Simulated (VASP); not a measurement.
# Ga4P4H in VASP: single point with PBE+D3(BJ)

Aim: the single point of Ga4P4H with PBE+D3(BJ).

All numbers are computed with VASP 6.6.1; they aren't measurements. Logs are shortened: lines on timing, memory, paths and dates and some standing lists are left out, and cuts for length are marked.

## 1. The cell of the first run

The cell holds a slab with vacuum, 18 atoms: a = 7.702 Å, b = 5.446 Å, c = 24.776 Å, α = 90.00°, β = 90.00°, γ = 90.00°.

## 2. Single point, PBE+D3(BJ)

The input, INCAR:

```
SYSTEM = Ga4P4H
PREC = Accurate ; ENCUT = 520
EDIFF = 1E-6 ; ISMEAR = 0
SIGMA = 0.05 ; LREAL = Auto
LASPH = .TRUE. ; NELM = 100
ALGO = Normal ; ISIF = 2
LWAVE = .FALSE. ; LCHARG = .FALSE.
LDIPOL = .TRUE. ; IDIPOL = 3
DIPOL = 0.5 0.5 0.481 ; GGA = PE
IVDW = 12 ; NBANDS = 88
```

The input, KPOINTS:

```
regular mesh
0
G
  4 5 1
  0 0 0
```

The input, POSCAR:

```
Ga4P4H
1.0
    7.7015734665      0.0000000000      0.0000000000
    0.0000000000      5.4458348239      0.0000000000
    0.0000000000      0.0000000000     24.7761800998
Ga P H
8 8 2
Direct
    0.2500000000      0.5000000000      0.3430714487
    0.7500000000      0.5000000000      0.3430714487
    0.5000000000      0.0000000000      0.4207829183
    0.0000000000      0.0000000000      0.4207829183
    0.7494187049      0.5016574099      0.5023371886
    0.2493984211      0.5023508178      0.5025291220
   -0.0007075716     -0.0614076806      0.5617948150
    0.4989360958     -0.0629528522      0.5614861906
    0.5000000000      0.2500000000      0.3430714487
    0.0000000000      0.2500000000      0.3430714487
    0.7500000000      0.7500000000      0.4207829183
    0.2500000000      0.7500000000      0.4207829183
   -0.0004600362      0.2543340369      0.4991256899
    0.4993559436      0.2541394161      0.4992069098
    0.2491934165      0.7232549353      0.5854060632
    0.7491590723      0.7231066752      0.5849330848
    0.9738769648      0.1856887683      0.6631582195
    0.9439354983      0.2982772630      0.6479346378
```

Potentials or basis: VASP PAW PBE potentials, release 64 (Ga_d, P, H).

Launch:

```sh
cat potpaw_PBE.64/Ga_d/POTCAR potpaw_PBE.64/P/POTCAR potpaw_PBE.64/H/POTCAR > POTCAR
mpirun -np 1 vasp_std > vasp.out
```

OUTCAR:

```text
SYSTEM = Ga4P4H
   PREC = Accurate
   ENCUT = 520
   EDIFF = 1E-6
   ISMEAR = 0
   LREAL = Auto
   LASPH = .TRUE.
   NELM = 100
   ISIF = 2
   GGA = PE
   IVDW = 12
 IVDW          = 12

 ion  position               nearest neighbor table
   1  0.250  0.500  0.343-   9 2.36  10 2.36  12 2.36
   2  0.750  0.500  0.343-   9 2.36  10 2.36  11 2.36
   3  0.500  0.000  0.421-  11 2.36  12 2.36   9 2.36  14 2.39
   4  0.000  0.000  0.421-  11 2.36  12 2.36  10 2.36  13 2.38
   5  0.749  0.502  0.502-  13 2.35  14 2.35  16 2.38  11 2.43
   6  0.249  0.502  0.503-  13 2.35  14 2.35  15 2.38  12 2.43
   7  0.999  0.939  0.562-  13 2.32  16 2.33  15 2.33
   8  0.499  0.937  0.561-  14 2.32  15 2.33  16 2.33
   9  0.500  0.250  0.343-   1 2.36   2 2.36   3 2.36
  10  0.000  0.250  0.343-   1 2.36   2 2.36   4 2.36
  11  0.750  0.750  0.421-   3 2.36   4 2.36   2 2.36   5 2.43
  12  0.250  0.750  0.421-   3 2.36   4 2.36   1 2.36   6 2.43
  13  1.000  0.254  0.499-   7 2.32   5 2.35   6 2.35   4 2.38
  14  0.499  0.254  0.499-   8 2.32   5 2.35   6 2.35   3 2.39
  15  0.249  0.723  0.585-   8 2.33   7 2.33   6 2.38
  16  0.749  0.723  0.585-   8 2.33   7 2.33   5 2.38
  17  0.974  0.186  0.663-  18 0.76
  18  0.944  0.298  0.648-  17 0.76

  LATTYP: Found a simple orthorhombic cell.
 ALAT       =     5.4458348239
 B/A-ratio  =     1.4142135624
 C/A-ratio  =     4.5495651082

  Lattice vectors:

 A1 = (   0.0000000000,  -5.4458348239,   0.0000000000)
 A2 = (   7.7015734665,   0.0000000000,   0.0000000000)
 A3 = (   0.0000000000,   0.0000000000,  24.7761800998)

Analysis of symmetry for initial positions (statically):
=====================================================================
 Subroutine PRICEL returns:
 Original cell was already a primitive cell.

 Routine SETGRP: Setting up the symmetry group for a
 simple orthorhombic supercell.

 Subroutine GETGRP returns: Found  1 space group operations
 (whereof  1 operations were pure point group operations)
 out of a pool of  8 trial point group operations.

The static configuration has the point symmetry C_1 .

Analysis of symmetry for dynamics (positions and initial velocities):
=====================================================================
 Subroutine PRICEL returns:
 Original cell was already a primitive cell.

 Routine SETGRP: Setting up the symmetry group for a
 simple orthorhombic supercell.

 Subroutine GETGRP returns: Found  1 space group operations
 (whereof  1 operations were pure point group operations)
 out of a pool of  8 trial point group operations.

The dynamic configuration has the point symmetry C_1 .

 Subroutine INISYM returns: Found  1 space group operations
 (whereof  1 operations are pure point group operations),
 and found     1 'primitive' translations

----------------------------------------------------------------------------------------

                                     Primitive cell

  volume of cell :    1039.1501

  direct lattice vectors                    reciprocal lattice vectors
     7.701573467  0.000000000  0.000000000     0.129843597  0.000000000  0.000000000
     0.000000000  5.445834824  0.000000000     0.000000000  0.183626576  0.000000000
     0.000000000  0.000000000 24.776180100     0.000000000  0.000000000  0.040361347

  length of vectors
     7.701573467  5.445834824 24.776180100     0.129843597  0.183626576  0.040361347

  position of ions in fractional coordinates (direct lattice)
     0.250000000  0.500000000  0.343071449
     0.750000000  0.500000000  0.343071449
     0.500000000  0.000000000  0.420782918
     0.000000000  0.000000000  0.420782918
     0.749418705  0.501657410  0.502337189
     0.249398421  0.502350818  0.502529122
[... 10 lines left out ...]
     0.973876965  0.185688768  0.663158219
     0.943935498  0.298277263  0.647934638

  ion indices of the primitive-cell ions
   primitive index   ion index
                 1           1
                 2           2
                 3           3
                 4           4
                 5           5
                 6           6
[... 10 lines left out ...]
                17          17
                18          18

----------------------------------------------------------------------------------------

 KPOINTS: regular mesh

Automatic generation of k-mesh.
 Grid dimensions read from file:
 generate k-points for:    4    5    1

 Generating k-lattice:

  Cartesian coordinates                     Fractional coordinates (reciprocal lattice)
     0.032460899  0.000000000  0.000000000     0.250000000  0.000000000  0.000000000
     0.000000000  0.036725315  0.000000000     0.000000000  0.200000000  0.000000000
     0.000000000  0.000000000  0.040361347     0.000000000  0.000000000  1.000000000

  Length of vectors
     0.032460899  0.036725315  0.040361347

  Shift w.r.t. Gamma in fractional coordinates (k-lattice)
     0.000000000  0.000000000  0.000000000

 Subroutine IBZKPT returns following result:
 ===========================================

 Found     11 irreducible k-points:

 Following reciprocal coordinates:
            Coordinates               Weight
  0.000000  0.000000  0.000000      1.000000
  0.250000  0.000000  0.000000      2.000000
  0.500000  0.000000  0.000000      1.000000
  0.000000  0.200000  0.000000      2.000000
  0.250000  0.200000  0.000000      2.000000
 -0.250000  0.200000  0.000000      2.000000
  0.500000  0.200000  0.000000      2.000000
  0.000000  0.400000  0.000000      2.000000
  0.250000  0.400000  0.000000      2.000000
 -0.250000  0.400000  0.000000      2.000000
  0.500000  0.400000  0.000000      2.000000
   k-points           NKPTS =     11   k-points in BZ     NKDIM =     11   number of bands    NBANDS=     88
   number of dos      NEDOS =    301   number of ions     NIONS =     18
   total plane-waves  NPLWV = 483840
   dimension x,y,z NGX =    60 NGY =   42 NGZ =  192
   dimension x,y,z NGXF=   120 NGYF=   84 NGZF=  384
   ions per type =               8   8   2
   NGX,Y,Z   is equivalent  to a cutoff of  12.95, 12.82, 12.88 a.u.
   NGXF,Y,Z  is equivalent  to a cutoff of  25.90, 25.64, 25.77 a.u.
 SYSTEM =  Ga4P4H
   PREC   = accura    normal or accurate (medium, high low for compatibility)
   ISTART =      0    job   : 0-new  1-cont  2-samecut
   ICHARG =      2    charge: 1-file 2-atom 10-const
   ISPIN  =      1    spin polarized calculation?
   LNONCOLLINEAR =      F non collinear calculations
   LSORBIT =      F    spin-orbit coupling
   LASPH  =      T    aspherical Exc in radial PAW
   ENCUT  =  520.0 eV  38.22 Ry    6.18 a.u.  14.32 10.13 46.07*2*pi/ulx,y,z
   NELM   =    100;   NELMIN=  2; NELMDL= -5     # of ELM steps
   EDIFF  = 0.1E-05   stopping-criterion for ELM
   LREAL  =      T    real-space projection
   EDIFFG = 0.1E-04   stopping-criterion for IOM
   NSW    =      0    number of steps for IOM
   IBRION =     -1    ionic relax: 0-MD 1-quasi-New 2-CG
   NFREE  =      0    steps in history (QN), initial steepest desc. (CG)
   ISIF   =      2    stress and relaxation
   ISYM   =      2    0-nonsym 1-usesym 2-fastsym
   POTIM  = 0.5000    time-step for ionic-motion
   TEBEG  =    0.0;   TEEND  =   0.0 temperature during run
   PSTRESS=    0.0 pullay stress
   NELECT =     146.0000    total number of electrons
   NUPDOWN=      -1.0000    fix difference up-down
   EMIN   =  10.00;   EMAX   =-10.00  energy-range for DOS
   EFERMI =   0.00;   METHOD = LEGACY
   ISMEAR =     0;   SIGMA  =   0.05  broadening in eV -4-tet -1-fermi 0-gaus
   EFERMI_NEDOS =   21; number of points for ismear=-14 and -15
   IALGO  =     38    algorithm
   IMIX   =      4    mixing-type and parameters
     AMIX     =   0.40;   BMIX     =  1.00
     AMIX_MAG =   1.60;   BMIX_MAG =  1.00
  volume/ion in A,a.u.               =      57.73       389.59
  Fermi-wavevector in a.u.,A,eV,Ry     =   0.851072  1.608293  9.855023  0.724324
  Thomas-Fermi vector in A             =   1.967148
   LORBIT       =      0    0 simple, 1 ext, 2 COOP (PROOUT), +10 PAW based schemes
   GGA     = PE    functional components
   LHFCALC =     F    Hartree Fock is set to
   AEXX    =    0.0000 exact exchange contribution
   IVDW    =    12    specifies the selected vdW correction
   LEPSILON=     F    determine dielectric tensor
   LRPA    =     F    only Hartree local field effects (RPA)
 non-spin polarized calculation
 Gauss-broadening in eV      SIGMA  =   0.05
  energy-cutoff  :      520.00
  volume of cell :     1039.15
 maximum number of plane-waves:     28026
 NGX is ok and might be reduce to    60
   NGX = 29   NGY = 21   NGZ = 93

 dipolmoment           0.000000      0.000000     -0.000061 electrons x Angstroem

 number of electron     146.0000003 magnetization

 dipolmoment           0.000000      0.000000      0.008806 electrons x Angstroem

 Free energy of the ion-electron system (eV)
  ---------------------------------------------------
  ext. energy  EPLUGINS =         0.00000000
  ---------------------------------------------------
  free energy    TOTEN  =       -74.53198203 eV

  energy without entropy =      -74.53198203  energy(sigma->0) =      -74.53198203

 E-fermi :  -1.7968     XC(G=0):  -3.7903

 val. band max:       -2.0233758181   @ k =   0.0000   0.0000   0.0000
 cond. band min:      -1.1366232232   @ k =   0.0000   0.4000   0.0000
 fundamental gap:      0.8867525949
 Fermi energy:        -1.7967577320

 k-point     1 :       0.0000    0.0000    0.0000
  band No.  band energies     occupation
      1     -16.7885      2.00000
      2     -16.7780      2.00000
      3     -16.7064      2.00000
      4     -16.7010      2.00000
      5     -16.6894      2.00000
      6     -16.6811      2.00000
[... 957 lines left out ...]
     84       2.4127      0.00000
     85       2.4697      0.00000
 [bands above 85 left out]

------------------------ aborting loop because EDIFF is reached ----------------------------------------

 vacuum level on the upper side and lower side of the slab       (xc-potential included)        -0.093        -0.118

 Edisp (eV)   -3.66636

 E8    (eV) :    -1.6024

  FORCE on cell =-STRESS in cart. coord.  units (eV):
  Direction    XX          YY          ZZ          XY          YZ          ZX
  --------------------------------------------------------------------------------------
  -------------------------------------------------------------------------------------
  Total      -3.05770    -3.22613    -0.23376     0.08888     3.25225     0.09049
  in kB      -4.71441    -4.97409    -0.36041     0.13704     5.01437     0.13951
  external pressure =       -3.35 kB  Pullay stress =        0.00 kB

 VOLUME and BASIS-vectors are now :
 -----------------------------------------------------------------------------
  energy-cutoff  :      520.00
  volume of cell :     1039.15
      direct lattice vectors                 reciprocal lattice vectors
     7.701573467  0.000000000  0.000000000     0.129843597  0.000000000  0.000000000
     0.000000000  5.445834824  0.000000000     0.000000000  0.183626576  0.000000000
     0.000000000  0.000000000 24.776180100     0.000000000  0.000000000  0.040361347

 POSITION                                       TOTAL-FORCE (eV/Angst)
 -----------------------------------------------------------------------------------
      1.92539      2.72292      8.50000        -0.002692     -1.168510      1.406790
      5.77618      2.72292      8.50000         0.001987     -1.166236      1.404678
      3.85079      0.00000     10.42539        -0.006292      0.370382      0.144844
      0.00000      0.00000     10.42539         0.002704      0.371301      0.152166
      5.77170      2.73194     12.44600        -0.002605      0.003797      0.005911
      1.92076      2.73572     12.45075         0.001883      0.002152      0.004731
[... 10 lines left out ...]
      7.50038      1.01123     16.43053         0.003802      0.013846     -0.013632
      7.26979      1.62437     16.05335         0.009238     -0.012632      0.001828
 -----------------------------------------------------------------------------------
    total drift:                                0.000287     -0.005844     -0.016040

  FREE ENERGIE OF THE ION-ELECTRON SYSTEM (eV)
  ---------------------------------------------------
  free  energy   TOTEN  =       -78.1983379216 eV

  energy  without entropy=      -78.1983379216  energy(sigma->0) =      -78.19833792

 vacuum level on the upper side and lower side of the slab         2.956         2.932
```

It took 45 min on 1 thread of Intel Xeon 6975P-C (Granite Rapids), shared host; peak memory 1.3 GiB.

What came out:

```yaml
Free_energy: -78.1983 eV
Largest_force: 1.829 eV/Å
Band_gap_on_the_k_mesh: 0.89 eV, indirect (least direct gap 0.91 eV)
Dispersion_energy_per_atom: -0.204 eV
```

Forces in eV/Å, atoms in the order of the input:
```
Ga  -0.003 -1.169  1.407
Ga   0.002 -1.166  1.405
Ga  -0.006  0.370  0.145
Ga   0.003  0.371  0.152
Ga  -0.003  0.004  0.006
Ga   0.002  0.002  0.005
Ga  -0.002 -0.005  0.002
Ga   0.001 -0.007 -0.003
P    0.000  0.322 -1.391
P   -0.002  0.324 -1.393
P   -0.005  0.477 -0.164
P   -0.003  0.474 -0.153
P    0.003 -0.003 -0.002
P   -0.002 -0.004  0.001
P    0.000  0.006 -0.005
P    0.004  0.003  0.000
H    0.004  0.014 -0.014
H    0.009 -0.013  0.002
```

Levels at points of the mesh, in eV from the valence-band top:
| k point | band 70 | band 71 | band 72 | band 73 | band 74 | band 75 | band 76 | band 77 |
| --- | --- | --- | --- | --- | --- | --- | --- | --- |
| (0.00, 0.00, 0.00) | -0.46 | -0.23 | -0.17 | 0.00 | 0.91 | 1.10 | 1.32 | 1.94 |
| (0.50, 0.00, 0.00) | -0.92 | -0.90 | -0.26 | -0.25 | 1.14 | 1.17 | 2.15 | 2.19 |
